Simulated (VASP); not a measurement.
BAs: single point with PBEsol-based global hybrid

BAs:

```
B As
1.0
     2.95701    0.00000    0.00000
     0.00000    2.95701    0.00000
     0.00000    0.00000    2.95701
B As
1 1
Cartesian
  1.4785 1.4785 1.4785
  0.0000 0.0000 0.0000
```

| Item | Value |
| --- | --- |
| Program | VASP 6.6.1 |
| Task | single point |
| Functional | PBEsol-based global hybrid |
| Potentials or basis | VASP PAW PBE potentials, release 64 (B, As) |
| Cutoff | 520 eV |
| k mesh | 5 × 5 × 5 |
| Occupations | fermi-dirac, width 0.05 eV |
| Spin | no spin polarisation |
| Dipole correction | no |
| Grid for exact exchange (PRECFOCK) | Normal |
| Share of exact exchange | 0.25 |
| Further INCAR settings | ALGO = Normal; EDIFF = 1e-06; NBANDS = 11 |

```yaml
Pressure: -11.7 GPa
Band_gap_on_the_k_mesh: zero (band 4 reaches 9.04 eV, above the bottom of band 5 at 4.27 eV)
```

Levels at points of the mesh, in eV from the Fermi level:
```
           k point  band 1  band 2  band 3  band 4  band 5  band 6  band 7  band 8  band 9
(0.00, 0.00, 0.00)  -17.76   -1.26   -1.26   -1.26   -0.59    6.56    6.56   10.76   10.76
```

Wall time 78 s on 1 thread of Intel(R) Xeon(R) 6975P-C (Granite Rapids), on a shared host, peak memory 0.15 GiB.

Caveat: the k points lie up to 0.42 Å⁻¹ apart; the PAW data sets were made with another functional, which shifts forces and pressure a little.
